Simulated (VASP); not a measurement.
# Tl (Fd-3m) in VASP: a series of runs, part 2 of 2

VASP 6.6.1.

### Step 3. Single point, revPBE (volume scaled by 1.04)

INCAR

```
PREC = Accurate ; ENCUT = 520
EDIFF = 1E-7 ; ISMEAR = -1
SIGMA = 0.1 ; LREAL = False
LASPH = True ; NELM = 60
ALGO = Normal ; ISIF = 2
LWAVE = False ; LCHARG = False
GGA = RE ; NBANDS = 20
```

KPOINTS

```
Automatic mesh
0
Gamma
  12 12 12
```

POSCAR

```
Tl
1.0
    0.0000000000      3.6861506883      3.6861506883
    3.6861506883      0.0000000000      3.6861506883
    3.6861506883      3.6861506883      0.0000000000
Tl
2
Direct
    0.1250000000      0.1250000000      0.1250000000
    0.8750000000      0.8750000000      0.8750000000
```

Potentials or basis: VASP PAW PBE potentials, release 64 (Tl_d).

Started as:

```bash
$ cat potpaw_PBE.64/Tl_d/POTCAR > POTCAR
$ mpirun -np 1 vasp_std > vasp.out
```

OUTCAR:

```text
PREC = Accurate
   ENCUT = 520
   EDIFF = 1E-7
   ISMEAR = -1
   LREAL = False
   LASPH = True
   NELM = 60
   ISIF = 2
   GGA = RE

 ion  position               nearest neighbor table
   1  0.125  0.125  0.125-   2 3.19   2 3.19   2 3.19   2 3.19
   2  0.875  0.875  0.875-   1 3.19   1 3.19   1 3.19   1 3.19

  LATTYP: Found a face centered cubic cell.
 ALAT       =     7.3723013766

  Lattice vectors:

 A1 = (   0.0000000000,   3.6861506883,   3.6861506883)
 A2 = (   3.6861506883,   0.0000000000,   3.6861506883)
 A3 = (   3.6861506883,   3.6861506883,   0.0000000000)

Analysis of symmetry for initial positions (statically):
=====================================================================
 Subroutine PRICEL returns:
 Original cell was already a primitive cell.

 Routine SETGRP: Setting up the symmetry group for a
 face centered cubic supercell.

 Subroutine GETGRP returns: Found 48 space group operations
 (whereof 12 operations were pure point group operations)
 out of a pool of 48 trial point group operations.

The static configuration has the point symmetry D_3d.
 The point group associated with its full space group is O_h .

Analysis of symmetry for dynamics (positions and initial velocities):
=====================================================================
 Subroutine PRICEL returns:
 Original cell was already a primitive cell.

 Routine SETGRP: Setting up the symmetry group for a
 face centered cubic supercell.

 Subroutine GETGRP returns: Found 48 space group operations
 (whereof 12 operations were pure point group operations)
 out of a pool of 48 trial point group operations.

The dynamic configuration has the point symmetry D_3d.
 The point group associated with its full space group is O_h .

 Subroutine INISYM returns: Found 48 space group operations
[... 103 lines left out ...]
   ISIF   =      2    stress and relaxation
   ISYM   =      2    0-nonsym 1-usesym 2-fastsym
   POTIM  = 0.5000    time-step for ionic-motion
   TEBEG  =    0.0;   TEEND  =   0.0 temperature during run
   PSTRESS=    0.0 pullay stress
   NELECT =      26.0000    total number of electrons
   NUPDOWN=      -1.0000    fix difference up-down
   EMIN   =  10.00;   EMAX   =-10.00  energy-range for DOS
   EFERMI =   0.00;   METHOD = LEGACY
   ISMEAR =    -1;   SIGMA  =   0.10  broadening in eV -4-tet -1-fermi 0-gaus
   EFERMI_NEDOS =   21; number of points for ismear=-14 and -15
   IALGO  =     38    algorithm
   IMIX   =      4    mixing-type and parameters
     AMIX     =   0.40;   BMIX     =  1.00
     AMIX_MAG =   1.60;   BMIX_MAG =  1.00
  volume/ion in A,a.u.               =      50.09       338.00
  Fermi-wavevector in a.u.,A,eV,Ry     =   1.044278  1.973400 14.837383  1.090517
  Thomas-Fermi vector in A             =   2.179024
   LORBIT       =      0    0 simple, 1 ext, 2 COOP (PROOUT), +10 PAW based schemes
   GGA     = RE    functional components
   LHFCALC =     F    Hartree Fock is set to
   AEXX    =    0.0000 exact exchange contribution
   IVDW    =     0    specifies the selected vdW correction
   LEPSILON=     F    determine dielectric tensor
   LRPA    =     F    only Hartree local field effects (RPA)
 non-spin polarized calculation
  energy-cutoff  :      520.00
  volume of cell :      100.17
 maximum number of plane-waves:      2733
   NGX = 19   NGY = 19   NGZ = 19

 number of electron      25.9999997 magnetization

 Free energy of the ion-electron system (eV)
  ---------------------------------------------------
  ext. energy  EPLUGINS =         0.00000000
  ---------------------------------------------------
  free energy    TOTEN  =        -3.16105102 eV

  energy without entropy =       -3.09334811  energy(sigma->0) =       -3.12719957

 E-fermi :   2.2637     XC(G=0):  -7.2614

 val. band max:        2.2626738040   @ k =  -0.4167   0.3333   0.1667
 cond. band min:       2.3166023666   @ k =  -0.3333   0.0833   0.0000
 fundamental gap:      0.0539285626
 Fermi energy:         2.2636767999

 k-point     1 :       0.0000    0.0000    0.0000
  band No.  band energies     occupation
      1      -9.5669      2.00000
      2      -9.5669      2.00000
      3      -9.5669      2.00000
      4      -9.5096      2.00000
      5      -9.5096      2.00000
      6      -9.1215      2.00000
[... 541 lines left out ...]
     19       9.4756      0.00000
     20       9.8981      0.00000

 [... further k-points ...]
[... 5 lines left out ...]
  --------------------------------------------------------------------------------------
  -------------------------------------------------------------------------------------
  Total       -0.2628931     -0.2628931     -0.2628931      0.0000000      0.0000000      0.0000000
  in kB       -4.2047528     -4.2047528     -4.2047528      0.0000000      0.0000000      0.0000000
  external PRESSURE =      -4.2047528 kB  Pullay stress =       0.0000000 kB

 VOLUME and BASIS-vectors are now :
 -----------------------------------------------------------------------------
  energy-cutoff  :      520.00
  volume of cell :      100.17
      direct lattice vectors                 reciprocal lattice vectors
     0.000000000  3.686150688  3.686150688    -0.135642854  0.135642854  0.135642854
     3.686150688  0.000000000  3.686150688     0.135642854 -0.135642854  0.135642854
     3.686150688  3.686150688  0.000000000     0.135642854  0.135642854 -0.135642854

 POSITION                                       TOTAL-FORCE (eV/Angst)
 -----------------------------------------------------------------------------------
      0.92154      0.92154      0.92154        -0.000000      0.000000      0.000000
      6.45076      6.45076      6.45076         0.000000     -0.000000     -0.000000
 -----------------------------------------------------------------------------------
    total drift:                                0.000000      0.000000     -0.000000

  FREE ENERGIE OF THE ION-ELECTRON SYSTEM (eV)
  ---------------------------------------------------
  free  energy   TOTEN  =        -3.1610510243 eV

  energy  without entropy=       -3.0933481115  energy(sigma->0) =       -3.12719957
```

OSZICAR:

```text
N       E                     dE             d eps       ncg     rms          rms(c)
DAV:   1     0.121047287544E+03    0.12105E+03   -0.12988E+04  2888   0.112E+03
DAV:   2    -0.601571451829E+00   -0.12165E+03   -0.11949E+03  3112   0.243E+02
DAV:   3    -0.313532038578E+01   -0.25337E+01   -0.25226E+01  3316   0.307E+01
DAV:   4    -0.316211241688E+01   -0.26792E-01   -0.26788E-01  3088   0.312E+00
DAV:   5    -0.316289642029E+01   -0.78400E-03   -0.78399E-03  3364   0.480E-01    0.166E+00
DAV:   6    -0.315781772823E+01    0.50787E-02   -0.23157E-02  3012   0.110E+00    0.118E+00
DAV:   7    -0.316037161331E+01   -0.25539E-02   -0.12806E-02  3064   0.838E-01    0.406E-01
DAV:   8    -0.316092500146E+01   -0.55339E-03   -0.14705E-03  3004   0.226E-01    0.358E-02
DAV:   9    -0.316103653862E+01   -0.11154E-03   -0.14907E-04  3052   0.608E-02    0.229E-02
DAV:  10    -0.316104641639E+01   -0.98778E-05   -0.11130E-05  3156   0.153E-02    0.381E-03
DAV:  11    -0.316105095525E+01   -0.45389E-05   -0.10657E-05  2988   0.116E-02    0.110E-03
DAV:  12    -0.316105102428E+01   -0.69031E-07   -0.12263E-07  2548   0.146E-03
   1 F= -.31610510E+01 E0= -.31271996E+01  d E =-.677029E-01
```

stdout:

```text
POSCAR found type information on POSCAR Tl
 POSCAR found :  1 types and       2 ions
 scaLAPACK will be used
 -----------------------------------------------------------------------------
|                                                                             |
|                                                                             |
|     You enforced a specific xc type in the INCAR file but a different       |
|     I HOPE YOU KNOW WHAT YOU ARE DOING!                                     |
|                                                                             |
 -----------------------------------------------------------------------------

 LDA part: xc-table for (Slater+PW92), standard interpolation
 POSCAR, INCAR and KPOINTS ok, starting setup
 FFT: planning ... GRIDC
 FFT: planning ... GRID_SOFT
 FFT: planning ... GRID
 WAVECAR not read
 entering main loop
```

It took 1.7 min on 1 thread of Intel Xeon Platinum 8259CL at 2.50GHz (Skylake/Cascade Lake), shared host; peak memory 0.3 GiB.

What came out:

| Item | Value |
| --- | --- |
| Free energy | -3.1611 eV |
| Pressure | -0.4 GPa |
| Band gap on the k mesh | zero (band 13 reaches 4.13 eV, above the bottom of band 14 at 1.56 eV) |

Caveat: the PAW data sets were made with another functional, which shifts forces and pressure a little; spin-orbit coupling is left out, which moves the levels of the heavy elements.

### Step 4. Single point, revPBE (volume scaled by 1.08)

INCAR

```
SYSTEM = Tl
PREC = Accurate ; ENCUT = 520
EDIFF = 1E-7 ; ISMEAR = -1
SIGMA = 0.1 ; LREAL = .FALSE.
LASPH = .TRUE. ; NELM = 60
ALGO = Normal ; ISIF = 2
LWAVE = .FALSE. ; LCHARG = .FALSE.
GGA = RE ; NBANDS = 20
```

KPOINTS

```
regular mesh
0
G
  12 12 12
  0 0 0
```

POSCAR

```
Tl
1.0
    0.0000000000      3.7328157774      3.7328157774
    3.7328157774      0.0000000000      3.7328157774
    3.7328157774      3.7328157774      0.0000000000
Tl
2
Direct
    0.1250000000      0.1250000000      0.1250000000
    0.8750000000      0.8750000000      0.8750000000
```

Started as:

```bash
$ cat potpaw_PBE.64/Tl_d/POTCAR > POTCAR
$ mpirun -np 1 vasp_std > vasp.out
```

Wall time 94 s (1 thread of Intel Xeon Platinum 8259CL at 2.50GHz (Skylake/Cascade Lake), shared host); peak memory 0.3 GiB.

It converged, with:

```yaml
Free_energy: -3.1484 eV
Pressure: -0.7 GPa
Band_gap_on_the_k_mesh: zero (band 13 reaches 3.85 eV, above the bottom of band 14 at 1.41 eV)
```

Levels at points of the mesh, in eV from the Fermi level:
| k point | band 9 | band 10 | band 11 | band 12 | band 13 | band 14 | band 15 | band 16 | band 17 | band 18 |
| --- | --- | --- | --- | --- | --- | --- | --- | --- | --- | --- |
| (0.00, 0.00, 0.00) | -11.38 | -11.38 | -8.11 | -2.43 | 1.78 | 1.78 | 1.78 | 3.42 | 3.42 | 3.42 |
| (0.50, 0.00, 0.00) | -11.34 | -11.34 | -6.99 | -4.82 | 0.34 | 0.81 | 0.81 | 4.34 | 4.34 | 5.76 |
| (0.50, 0.50, 0.00) | -11.32 | -11.32 | -5.94 | -5.94 | -0.24 | -0.24 | 1.93 | 1.93 | 7.37 | 7.37 |

Caveat: the PAW data sets were made with another functional, which shifts forces and pressure a little; spin-orbit coupling is left out, which moves the levels of the heavy elements.

### Step 5. Single point, revPBE (volume scaled by 1.12)

INCAR

```
  PREC = Accurate
  ENCUT = 520
  EDIFF = 1E-7
  ISMEAR = -1
  SIGMA = 0.1
  LREAL = False
  LASPH = True
  NELM = 100
  ALGO = Normal
  ISIF = 2
  LWAVE = False
  LCHARG = True
  GGA = RE
  LELF = True
  LVHAR = True
  NBANDS = 20
```

KPOINTS

```
Automatic mesh
0
Gamma
  12 12 12
```

POSCAR

```
Tl
1.0
    0.0000000000      3.7783424079      3.7783424079
    3.7783424079      0.0000000000      3.7783424079
    3.7783424079      3.7783424079      0.0000000000
Tl
2
Direct
    0.1250000000      0.1250000000      0.1250000000
    0.8750000000      0.8750000000      0.8750000000
```

Potentials or basis: VASP PAW PBE potentials, release 64 (Tl_d).

Started as:

```bash
$ cat potpaw_PBE.64/Tl_d/POTCAR > POTCAR
$ mpirun -np 1 vasp_std > vasp.out
```

OUTCAR:

```text
PREC = Accurate
   ENCUT = 520
   EDIFF = 1E-7
   ISMEAR = -1
   LREAL = False
   LASPH = True
   NELM = 100
   ISIF = 2
   GGA = RE

 ion  position               nearest neighbor table
   1  0.125  0.125  0.125-   2 3.27   2 3.27   2 3.27   2 3.27
   2  0.875  0.875  0.875-   1 3.27   1 3.27   1 3.27   1 3.27

  LATTYP: Found a face centered cubic cell.
 ALAT       =     7.5566848158

  Lattice vectors:

 A1 = (   0.0000000000,   3.7783424079,   3.7783424079)
 A2 = (   3.7783424079,   0.0000000000,   3.7783424079)
 A3 = (   3.7783424079,   3.7783424079,   0.0000000000)
[... 188 lines left out ...]
      4      -9.8727      2.00000
      5      -9.8727      2.00000
      6      -9.5480      2.00000
[... 541 lines left out ...]
     19       8.7565      0.00000
     20       9.2003      0.00000

 [... further k-points ...]
[... 5 lines left out ...]
  --------------------------------------------------------------------------------------
  -------------------------------------------------------------------------------------
  Total       -0.6368226     -0.6368226     -0.6368226      0.0000000      0.0000000     -0.0000000
  in kB       -9.4579086     -9.4579086     -9.4579086      0.0000000      0.0000000     -0.0000000
  external PRESSURE =      -9.4579086 kB  Pullay stress =       0.0000000 kB

 VOLUME and BASIS-vectors are now :
 -----------------------------------------------------------------------------
  energy-cutoff  :      520.00
  volume of cell :      107.88
      direct lattice vectors                 reciprocal lattice vectors
     0.000000000  3.778342408  3.778342408    -0.132333163  0.132333163  0.132333163
     3.778342408  0.000000000  3.778342408     0.132333163 -0.132333163  0.132333163
     3.778342408  3.778342408  0.000000000     0.132333163  0.132333163 -0.132333163

 POSITION                                       TOTAL-FORCE (eV/Angst)
 -----------------------------------------------------------------------------------
      0.94459      0.94459      0.94459        -0.000000      0.000000     -0.000000
      6.61210      6.61210      6.61210         0.000000     -0.000000      0.000000
 -----------------------------------------------------------------------------------
    total drift:                                0.000000      0.000000     -0.000000

  FREE ENERGIE OF THE ION-ELECTRON SYSTEM (eV)
  ---------------------------------------------------
  free  energy   TOTEN  =        -3.1294619847 eV

  energy  without entropy=       -3.0561008164  energy(sigma->0) =       -3.09278140
```

stdout:

```text
POSCAR found type information on POSCAR Tl
 POSCAR found :  1 types and       2 ions
 scaLAPACK will be used
 -----------------------------------------------------------------------------
|                                                                             |
|                                                                             |
|     You enforced a specific xc type in the INCAR file but a different       |
|     I HOPE YOU KNOW WHAT YOU ARE DOING!                                     |
|                                                                             |
 -----------------------------------------------------------------------------

 LDA part: xc-table for (Slater+PW92), standard interpolation
 POSCAR, INCAR and KPOINTS ok, starting setup
 FFT: planning ... GRIDC
 FFT: planning ... GRID_SOFT
 FFT: planning ... GRID
 WAVECAR not read
 entering main loop
```

It took 2.6 min on 1 thread of Oxide Virtual Turin-like, shared host; peak memory 0.27 GiB.

What came out:

* Free energy: -3.1295 eV
* Pressure: -0.9 GPa
* Band gap on the k mesh: zero (band 13 reaches 3.60 eV, above the bottom of band 14 at 1.27 eV)

Levels at points of the mesh, in eV from the Fermi level:
```csv
k point,band 11,band 12,band 13,band 14,band 15,band 16
"(0.00, 0.00, 0.00)",-8.01,-2.64,1.70,1.70,1.70,3.32
"(0.50, 0.00, 0.00)",-6.95,-4.85,0.28,0.77,0.77,4.22
"(0.50, 0.50, 0.00)",-5.94,-5.94,-0.23,-0.23,1.87,1.87
```

Caveat: the PAW data sets were made with another functional, which shifts forces and pressure a little; spin-orbit coupling is left out, which moves the levels of the heavy elements.

### Step 6. Summary

| cell | gap on the mesh (eV) | pressure (GPa) |
| --- | --- | --- |
| a = 5.145 Å, angles 60.0°, 2 atoms | none | 0.0 |
| a = 5.213 Å, angles 60.0°, 2 atoms | none | -0.4 |
| a = 5.279 Å, angles 60.0°, 2 atoms | none | -0.7 |
| a = 5.343 Å, angles 60.0°, 2 atoms | none | -0.9 |

Alike in all rows: task single point; level revPBE; potentials or basis VASP PAW PBE potentials, release 64 (Tl_d); no spin polarisation; k mesh 12 × 12 × 12; cutoff (eV) 520; smearing fermi-dirac 0.1 eV.

Caveats: the PAW data sets were made with another functional, which shifts forces and pressure a little; spin-orbit coupling is left out, which moves the levels of the heavy elements.

Absolute energies hang on the potentials; compare differences alone.
